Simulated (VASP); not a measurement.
# C in VASP: notebook

Runs on C. Level: PBE+D3(BJ). Tasks: single point.

All numbers are computed with VASP 6.6.1; they aren't measurements. Logs are shortened: lines on timing, memory, paths and dates and some standing lists are left out, and cuts for length are marked.

### 1 The cell of the first run

The cell holds a slab with vacuum, 2 atoms: a = 2.518 Å, b = 2.518 Å, c = 26.002 Å, α = 90.00°, β = 90.00°, γ = 120.00°.

### 2 Single point, PBE+D3(BJ)

The input, INCAR:

```
ALGO = Normal
DIPOL = 0.5 0.5 0.500
EDIFF = 1E-6
ENCUT = 520
GGA = PE
IDIPOL = 3
ISIF = 2
ISMEAR = 0
IVDW = 12
LASPH = True
LCHARG = False
LDIPOL = True
LREAL = False
LWAVE = False
NBANDS = 11
NELM = 60
PREC = Accurate
SIGMA = 0.1
```

The input, KPOINTS:

```
k-points
0
Gamma
  21 21 1
```

The input, POSCAR:

```
C
1.0
    2.5180000000      0.0000000000      0.0000000000
   -1.2590000000      2.1806519667      0.0000000000
    0.0000000000      0.0000000000     26.0024170307
C
2
Direct
    0.6666666667      0.3333333333      0.5082492331
    0.3333333333      0.6666666667      0.4917507669
```

Potentials or basis: VASP PAW PBE potentials, release 64 (C).

On the command line:

```bash
$ cat potpaw_PBE.64/C/POTCAR > POTCAR
$ mpirun -np 1 vasp_std > vasp.out
```

OUTCAR:

```text
EDIFF = 1E-6
   ENCUT = 520
   GGA = PE
   ISIF = 2
   ISMEAR = 0
   IVDW = 12
   LASPH = True
   LREAL = False
   NELM = 60
   PREC = Accurate
 IVDW          = 12

 ion  position               nearest neighbor table
   1  0.667  0.333  0.508-   2 1.52   2 1.52   2 1.52
   2  0.333  0.667  0.492-   1 1.52   1 1.52   1 1.52

  LATTYP: Found a hexagonal cell.
 ALAT       =     2.5180000000
 C/A-ratio  =    10.3266151830

  Lattice vectors:

 A1 = (   2.5180000000,   0.0000000000,   0.0000000000)
 A2 = (  -1.2590000000,   2.1806519667,   0.0000000000)
 A3 = (   0.0000000000,   0.0000000000,  26.0024170307)

Analysis of symmetry for initial positions (statically):
=====================================================================
 Subroutine PRICEL returns:
 Original cell was already a primitive cell.

 Routine SETGRP: Setting up the symmetry group for a
 hexagonal supercell.

 Subroutine GETGRP returns: Found 12 space group operations
 (whereof 12 operations were pure point group operations)
 out of a pool of 24 trial point group operations.

The static configuration has the point symmetry D_3d.

Analysis of symmetry for dynamics (positions and initial velocities):
=====================================================================
 Subroutine PRICEL returns:
 Original cell was already a primitive cell.

 Routine SETGRP: Setting up the symmetry group for a
 hexagonal supercell.

 Subroutine GETGRP returns: Found 12 space group operations
 (whereof 12 operations were pure point group operations)
 out of a pool of 24 trial point group operations.

The dynamic configuration has the point symmetry D_3d.

 Subroutine INISYM returns: Found 12 space group operations
 (whereof 12 operations are pure point group operations),
 and found     1 'primitive' translations

----------------------------------------------------------------------------------------

                                     Primitive cell

  volume of cell :     142.7762

  direct lattice vectors                    reciprocal lattice vectors
     2.518000000  0.000000000  0.000000000     0.397140588  0.229289225  0.000000000
    -1.259000000  2.180651967  0.000000000     0.000000000  0.458578451  0.000000000
     0.000000000  0.000000000 26.002417031     0.000000000  0.000000000  0.038457963

  length of vectors
     2.518000000  2.518000000 26.002417031     0.458578451  0.458578451  0.038457963

  position of ions in fractional coordinates (direct lattice)
     0.666666667  0.333333333  0.508249233
     0.333333333  0.666666667  0.491750767

  ion indices of the primitive-cell ions
   primitive index   ion index
                 1           1
                 2           2

----------------------------------------------------------------------------------------

 KPOINTS: k-points

Automatic generation of k-mesh.
 Grid dimensions read from file:
 generate k-points for:   21   21    1

 Generating k-lattice:

  Cartesian coordinates                     Fractional coordinates (reciprocal lattice)
     0.018911457  0.010918535  0.000000000     0.047619048  0.000000000  0.000000000
     0.000000000  0.021837069  0.000000000     0.000000000  0.047619048  0.000000000
     0.000000000  0.000000000  0.038457963     0.000000000  0.000000000  1.000000000

  Length of vectors
     0.021837069  0.021837069  0.038457963

  Shift w.r.t. Gamma in fractional coordinates (k-lattice)
     0.000000000  0.000000000  0.000000000

 Subroutine IBZKPT returns following result:
 ===========================================

 Found     48 irreducible k-points:

 Following reciprocal coordinates:
            Coordinates               Weight
  0.000000  0.000000  0.000000      1.000000
  0.047619  0.000000  0.000000      6.000000
  0.095238  0.000000  0.000000      6.000000
  0.142857  0.000000  0.000000      6.000000
  0.190476  0.000000  0.000000      6.000000
  0.238095  0.000000  0.000000      6.000000
[... 16 lines left out ...]
  0.142857  0.095238  0.000000     12.000000
  0.190476  0.095238  0.000000     12.000000
 [... further k-points ...]
   k-points           NKPTS =     48   k-points in BZ     NKDIM =     48   number of bands    NBANDS=     11
   number of dos      NEDOS =    301   number of ions     NIONS =      2
   total plane-waves  NPLWV =  78400
   dimension x,y,z NGX =    20 NGY =   20 NGZ =  196
   dimension x,y,z NGXF=    40 NGYF=   40 NGZF=  392
   ions per type =               2
   NGX,Y,Z   is equivalent  to a cutoff of  13.20, 13.20, 12.53 a.u.
   NGXF,Y,Z  is equivalent  to a cutoff of  26.41, 26.41, 25.06 a.u.
 SYSTEM =  unknown system
   PREC   = accura    normal or accurate (medium, high low for compatibility)
   ISTART =      0    job   : 0-new  1-cont  2-samecut
   ICHARG =      2    charge: 1-file 2-atom 10-const
   ISPIN  =      1    spin polarized calculation?
   LNONCOLLINEAR =      F non collinear calculations
   LSORBIT =      F    spin-orbit coupling
   LASPH  =      T    aspherical Exc in radial PAW
   ENCUT  =  520.0 eV  38.22 Ry    6.18 a.u.   4.68  4.68 48.35*2*pi/ulx,y,z
   NELM   =     60;   NELMIN=  2; NELMDL= -5     # of ELM steps
   EDIFF  = 0.1E-05   stopping-criterion for ELM
   LREAL  =      F    real-space projection
   EDIFFG = 0.1E-04   stopping-criterion for IOM
   NSW    =      0    number of steps for IOM
   IBRION =     -1    ionic relax: 0-MD 1-quasi-New 2-CG
   NFREE  =      0    steps in history (QN), initial steepest desc. (CG)
   ISIF   =      2    stress and relaxation
   ISYM   =      2    0-nonsym 1-usesym 2-fastsym
   POTIM  = 0.5000    time-step for ionic-motion
   TEBEG  =    0.0;   TEEND  =   0.0 temperature during run
   PSTRESS=    0.0 pullay stress
   NELECT =       8.0000    total number of electrons
   NUPDOWN=      -1.0000    fix difference up-down
   EMIN   =  10.00;   EMAX   =-10.00  energy-range for DOS
   EFERMI =   0.00;   METHOD = LEGACY
   ISMEAR =     0;   SIGMA  =   0.10  broadening in eV -4-tet -1-fermi 0-gaus
   EFERMI_NEDOS =   21; number of points for ismear=-14 and -15
   IALGO  =     38    algorithm
   IMIX   =      4    mixing-type and parameters
     AMIX     =   0.40;   BMIX     =  1.00
     AMIX_MAG =   1.60;   BMIX_MAG =  1.00
  volume/ion in A,a.u.               =      71.39       481.75
  Fermi-wavevector in a.u.,A,eV,Ry     =   0.626450  1.183818  5.339460  0.392439
  Thomas-Fermi vector in A             =   1.687707
   LORBIT       =      0    0 simple, 1 ext, 2 COOP (PROOUT), +10 PAW based schemes
   GGA     = PE    functional components
   LHFCALC =     F    Hartree Fock is set to
   AEXX    =    0.0000 exact exchange contribution
   IVDW    =    12    specifies the selected vdW correction
   LEPSILON=     F    determine dielectric tensor
   LRPA    =     F    only Hartree local field effects (RPA)
 non-spin polarized calculation
 Gauss-broadening in eV      SIGMA  =   0.10
  energy-cutoff  :      520.00
  volume of cell :      142.78
 maximum number of plane-waves:      3889
 NGX is ok and might be reduce to    20
   NGX =  9   NGY =  9   NGZ = 97

 dipolmoment           0.000000      0.000000      0.000000 electrons x Angstroem

 number of electron       8.0000001 magnetization

 dipolmoment           0.000000      0.000000     -0.000000 electrons x Angstroem

 Free energy of the ion-electron system (eV)
  ---------------------------------------------------
  ext. energy  EPLUGINS =         0.00000000
  ---------------------------------------------------
  free energy    TOTEN  =       -16.85431244 eV

  energy without entropy =      -16.85380071  energy(sigma->0) =      -16.85405658

 E-fermi :  -3.7188     XC(G=0):  -1.7085

 val. band max:       -3.7187718193   @ k =   0.3333   0.3333   0.0000
 cond. band min:      -3.7187718157   @ k =   0.3333   0.3333   0.0000
 fundamental gap:      0.0000000036
 Fermi energy:        -3.7187718169

 k-point     1 :       0.0000    0.0000    0.0000
  band No.  band energies     occupation
      1     -21.8351      2.00000
      2     -10.3003      2.00000
      3      -5.0141      2.00000
      4      -5.0141      2.00000
      5      -1.0905      0.00000
      6       0.9230      0.00000
      7       1.1540      0.00000
      8       1.6665      0.00000
      9       1.6837      0.00000
     10       2.7401      0.00000
     11       2.8705      0.00000

 k-point     2 :       0.0476    0.0000    0.0000
  band No.  band energies     occupation
      1     -21.7820      2.00000
      2     -10.2431      2.00000
      3      -5.2554      2.00000
      4      -5.1247      2.00000
      5      -1.0430      0.00000
      6       0.9939      0.00000
      7       1.2247      0.00000
      8       1.7378      0.00000
      9       1.7483      0.00000
     10       2.7967      0.00000
     11       2.9416      0.00000

 k-point     3 :       0.0952    0.0000    0.0000
  band No.  band energies     occupation
      1     -21.6230      2.00000
      2     -10.0724      2.00000
      3      -5.9226      2.00000
      4      -5.4266      2.00000
      5      -0.9066      0.00000
      6       1.2062      0.00000
      7       1.4365      0.00000
      8       1.9395      0.00000
      9       1.9517      0.00000
     10       2.9607      0.00000
     11       3.1545      0.00000

 k-point     4 :       0.1429    0.0000    0.0000
  band No.  band energies     occupation
      1     -21.3587      2.00000
      2      -9.7920      2.00000
      3      -6.8901      2.00000
      4      -5.8515      2.00000
      5      -0.7025      0.00000
      6       1.5591      0.00000
      7       1.7871      0.00000
      8       2.2456      0.00000
      9       2.3076      0.00000
     10       3.2100      0.00000
     11       3.5080      0.00000

 k-point     5 :       0.1905    0.0000    0.0000
  band No.  band energies     occupation
      1     -20.9900      2.00000
      2      -9.4172      2.00000
      3      -8.0258      2.00000
      4      -6.3286      2.00000
      5      -0.4788      0.00000
      6       2.0514      0.00000
      7       2.2671      0.00000
      8       2.6353      0.00000
      9       2.8052      0.00000
     10       3.5021      0.00000
     11       4.0003      0.00000
[... 211 lines left out ...]
 k-point    21 :       0.4762    0.0476    0.0000
  band No.  band energies     occupation
      1     -16.7614      2.00000
      2     -15.3032      2.00000
      3      -8.3998      2.00000
      4      -5.5457      2.00000
      5      -2.6537      0.00000
      6       3.9582      0.00000
      7       6.8044      0.00000
      8       7.8073      0.00000
      9       8.6325      0.00000
     10       8.7483      0.00000
     11       9.1434      0.00000

 k-point    22 :       0.0952    0.0952    0.0000
  band No.  band energies     occupation
      1     -21.2005      2.00000
      2      -9.6265      2.00000
      3      -7.2562      2.00000
      4      -6.2675      2.00000
      5      -0.5949      0.00000
      6       1.7707      0.00000
      7       1.9955      0.00000
      8       2.4227      0.00000
      9       2.5211      0.00000
     10       3.3613      0.00000
     11       3.7206      0.00000

 k-point    23 :       0.1429    0.0952    0.0000
  band No.  band energies     occupation
      1     -20.8325      2.00000
      2      -9.2651      2.00000
      3      -8.2070      2.00000
      4      -6.8548      2.00000
      5      -0.4029      0.00000
      6       2.2625      0.00000
      7       2.4678      0.00000
      8       2.8046      0.00000
      9       3.0184      0.00000
     10       3.6840      0.00000
     11       4.2140      0.00000

 k-point    24 :       0.1905    0.0952    0.0000
  band No.  band energies     occupation
      1     -20.3622      2.00000
      2      -9.4626      2.00000
      3      -8.6399      2.00000
      4      -7.4120      2.00000
      5      -0.2990      0.00000
      6       2.8889      0.00000
      7       2.9892      0.00000
      8       3.2903      0.00000
      9       3.6568      0.00000
     10       4.1242      0.00000
     11       4.8448      0.00000

 [... further k-points ...]

------------------------ aborting loop because EDIFF is reached ----------------------------------------

 vacuum level on the upper side and lower side of the slab       (xc-potential included)        -0.009        -0.009

 Edisp (eV)   -0.17328

 E8    (eV) :    -0.0542

  FORCE on cell =-STRESS in cart. coord.  units (eV):
  Direction    XX          YY          ZZ          XY          YZ          ZX
  --------------------------------------------------------------------------------------
  -------------------------------------------------------------------------------------
  Total      -2.10224    -2.10224    -3.10110     0.00000    -0.00000    -0.00000
  in kB     -23.59050   -23.59050   -34.79934     0.00000    -0.00000    -0.00000
  external pressure =      -27.33 kB  Pullay stress =        0.00 kB

 VOLUME and BASIS-vectors are now :
 -----------------------------------------------------------------------------
  energy-cutoff  :      520.00
  volume of cell :      142.78
      direct lattice vectors                 reciprocal lattice vectors
     2.518000000  0.000000000  0.000000000     0.397140588  0.229289225  0.000000000
    -1.259000000  2.180651967  0.000000000     0.000000000  0.458578451  0.000000000
     0.000000000  0.000000000 26.002417031     0.000000000  0.000000000  0.038457963

 POSITION                                       TOTAL-FORCE (eV/Angst)
 -----------------------------------------------------------------------------------
      1.25900      0.72688     13.21571        -0.000000     -0.000000     -7.204922
     -0.00000      1.45377     12.78671         0.000000      0.000000      7.204922
 -----------------------------------------------------------------------------------
    total drift:                                0.000000      0.000000      0.000000

  FREE ENERGIE OF THE ION-ELECTRON SYSTEM (eV)
  ---------------------------------------------------
  free  energy   TOTEN  =       -17.0275877486 eV

  energy  without entropy=      -17.0270760121  energy(sigma->0) =      -17.02733188

 vacuum level on the upper side and lower side of the slab         1.125         1.125
```

Run time: 2.8 min. Hardware: 1 thread of Intel Xeon Platinum 8375C at 2.90GHz (Ice Lake), shared host; peak memory 0.28 GiB.

Results:

* Free energy: -17.0276 eV
* Largest force: 7.205 eV/Å
* Band gap on the k mesh: zero (filled and empty bands touch)
* Dispersion energy per atom: -0.087 eV

Forces on the atoms (eV/Å):
```
C    0.000  0.000 -7.205
C    0.000  0.000  7.205
```

### 3 Single point, PBE+D3(BJ)

The input, INCAR:

```
SYSTEM = C
PREC     = Accurate       ! precision mode
ENCUT    = 520            ! plane-wave cutoff, eV
EDIFF    = 1E-7           ! SCF threshold, eV
ISMEAR   = 0              ! smearing method
SIGMA    = 0.1            ! smearing width, eV
LREAL    = .False.        ! projectors in reciprocal space
LASPH    = .True.         ! aspherical terms in the spheres
NELM     = 80             ! most SCF steps
ALGO     = Normal         ! electronic algorithm
ISIF     = 2              ! what is computed and relaxed
LWAVE    = .False.        ! write WAVECAR
LCHARG   = .False.        ! write CHGCAR
LDIPOL   = .True.       
IDIPOL   = 3            
DIPOL    = 0.5 0.5 0.500
GGA      = PE             ! functional
IVDW     = 12             ! dispersion correction
NBANDS   = 11             ! bands
```

The input, KPOINTS:

```
Automatic mesh
0
Gamma
  21 21 1
  0 0 0
```

The input, POSCAR:

```
C
1.0
    2.5180000000      0.0000000000      0.0000000000
   -1.2590000000      2.1806519667      0.0000000000
    0.0000000000      0.0000000000     26.0024170307
C
2
Direct
    0.6666666667      0.3333333333      0.5137294929
    0.3333333333      0.6666666667      0.4862705071
```

Potentials or basis: VASP PAW PBE potentials, release 64 (C).

On the command line:

```bash
$ cat potpaw_PBE.64/C/POTCAR > POTCAR
$ mpirun -np 1 vasp_std > vasp.out
```

OUTCAR:

```text
SYSTEM = C
   PREC = Accurate
   ENCUT = 520
   EDIFF = 1E-7
   ISMEAR = 0
   LREAL = .False.
   LASPH = .True.
   NELM = 80
   ISIF = 2
   GGA = PE
   IVDW = 12
 IVDW          = 12

 ion  position               nearest neighbor table
   1  0.667  0.333  0.514-   2 1.62   2 1.62   2 1.62
   2  0.333  0.667  0.486-   1 1.62   1 1.62   1 1.62

  LATTYP: Found a hexagonal cell.
 ALAT       =     2.5180000000
 C/A-ratio  =    10.3266151830

  Lattice vectors:

[... 527 lines left out ...]

 vacuum level on the upper side and lower side of the slab       (xc-potential included)        -0.009        -0.009

 Edisp (eV)   -0.17318

 E8    (eV) :    -0.0541

  FORCE on cell =-STRESS in cart. coord.  units (eV):
  Direction    XX          YY          ZZ          XY          YZ          ZX
  --------------------------------------------------------------------------------------
  -------------------------------------------------------------------------------------
  Total      -0.66132    -0.66132    -7.52324     0.00000     0.00000     0.00000
  in kB      -7.42105    -7.42105   -84.42282     0.00000     0.00000     0.00000
  external pressure =      -33.09 kB  Pullay stress =        0.00 kB

 VOLUME and BASIS-vectors are now :
 -----------------------------------------------------------------------------
  energy-cutoff  :      520.00
  volume of cell :      142.78
      direct lattice vectors                 reciprocal lattice vectors
     2.518000000  0.000000000  0.000000000     0.397140588  0.229289225  0.000000000
    -1.259000000  2.180651967  0.000000000     0.000000000  0.458578451  0.000000000
     0.000000000  0.000000000 26.002417031     0.000000000  0.000000000  0.038457963

 POSITION                                       TOTAL-FORCE (eV/Angst)
 -----------------------------------------------------------------------------------
      1.25900      0.72688     13.35821        -0.000000     -0.000000    -10.522216
     -0.00000      1.45377     12.64421         0.000000      0.000000     10.522216
 -----------------------------------------------------------------------------------
    total drift:                                0.000000     -0.000000      0.000000

  FREE ENERGIE OF THE ION-ELECTRON SYSTEM (eV)
  ---------------------------------------------------
  free  energy   TOTEN  =       -14.3720516001 eV

  energy  without entropy=      -14.3673354190  energy(sigma->0) =      -14.36969351

 vacuum level on the upper side and lower side of the slab         1.126         1.126
```

Run time: 3.1 min. Hardware: 1 thread of Intel Xeon Platinum 8375C at 2.90GHz (Ice Lake), shared host; peak memory 0.28 GiB.

Results:

| Item | Value |
| --- | --- |
| Free energy | -14.3721 eV |
| Largest force | 10.522 eV/Å |
| Band gap on the k mesh | zero (band 4 reaches -3.26 eV, above the bottom of band 5 at -4.26 eV) |
| Dispersion energy per atom | -0.087 eV |

Forces in eV/Å, atoms in the order of the input:
```
C     0.000   0.000 -10.522
C     0.000   0.000  10.522
```

Levels at points of the mesh, in eV from the Fermi level:
```
           k point  band 1  band 2  band 3  band 4  band 5  band 6  band 7  band 8
(0.00, 0.00, 0.00)  -17.32   -6.67    0.45    0.45    0.67    4.65    4.83    5.21
```
